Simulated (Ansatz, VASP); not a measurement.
Given: the input of a run of VASP 6.6.1 on CuAu.

The input POSCAR:

```
CuAu
1.0
    2.7918847965      0.0000000000      0.0000000000
    0.0000000000      2.7918847965      0.0000000000
    0.0000000000      0.0000000000      3.6602677112
Au Cu
1 1
Direct
    0.0000000000      0.0000000000      0.0000000000
    0.5000000000      0.5000000000      0.5000000000
```

File INCAR.step1:

```
  PREC = Accurate
  ENCUT = 900
  ISMEAR = -1
  SIGMA = 0.05
  LREAL = F
  LASPH = T
  NELM = 120
  NBANDS = 26
  GGA = PE
  ALGO = Normal
  EDIFF = 1E-5
  LWAVE = T
  LCHARG = F
  GGA_COMPAT = F
```

File INCAR.step2:

```
  PREC = Accurate
  ENCUT = 900
  EDIFF = 1E-6
  ISMEAR = -1
  SIGMA = 0.05
  LREAL = F
  LASPH = T
  NELM = 120
  ALGO = Normal
  ISIF = 2
  LWAVE = F
  LCHARG = F
  METAGGA = R2SCAN
  LMIXTAU = T
  NBANDS = 26
  ISTART = 1
  GGA_COMPAT = F
```

KPOINTS

```
regular mesh
0
Gamma
  9 9 7
```

Potentials or basis: VASP PAW PBE potentials, release 64 (Au_sv_GW, Cu_sv_GW).

Launch:

```bash
$ cat potpaw_PBE.64/Au_sv_GW/POTCAR potpaw_PBE.64/Cu_sv_GW/POTCAR > POTCAR
$ cp INCAR.step1 INCAR
$ mpirun -np 1 vasp_std > vasp.out
$ cp INCAR.step2 INCAR
$ mpirun -np 1 vasp_std > vasp.out
```

Set up the same calculation for Ansatz 0.2.0. Potentials there: Ansatz PAW.

As run (the cutoff follows the program's own potentials):

Contents of input.yaml:

```yaml
crystal:
  lattice:
    - [2.7918847965, 0.0, 0.0]
    - [0.0, 2.7918847965, 0.0]
    - [0.0, 0.0, 3.6602677112]
  atoms:
    - { symbol: Au, position: [0.0, 0.0, 0.0] }
    - { symbol: Cu, position: [0.5, 0.5, 0.5] }
hamiltonian:
  xc: r2scan
  pseudopotentials: { kind: paw }
kpoints:
  mp_grid: { grid: [9, 9, 7] }
scf:
  occupations: { method: fermi_dirac, width: 0.05 }
output:
  forces: true
  stress: true
  eigenvalues: true
```

Potentials or basis: Ansatz PAW.

Launch:

```bash
$ ansatz run input.yaml --threads 2 --pin off --max-ram 5632MiB --backend cpu --events-out ev --progress --plain --runs-dir out
```

Both were run:

|  | VASP | Ansatz | Ansatz less VASP |
| --- | --- | --- | --- |
| gap on the k mesh at the Fermi level (eV) | none | none | - |
| pressure (GPa) | 2.7 | 3.0 | +0.27 |
| traceless stress, the component that is largest in VASP (GPa) | -0.72 | -0.75 | -0.027 |

VASP's potentials were made for PBE, not for r2SCAN. A gap of «none» marks a metal or a gap that the smearing closes.

Spin-orbit coupling is off throughout.
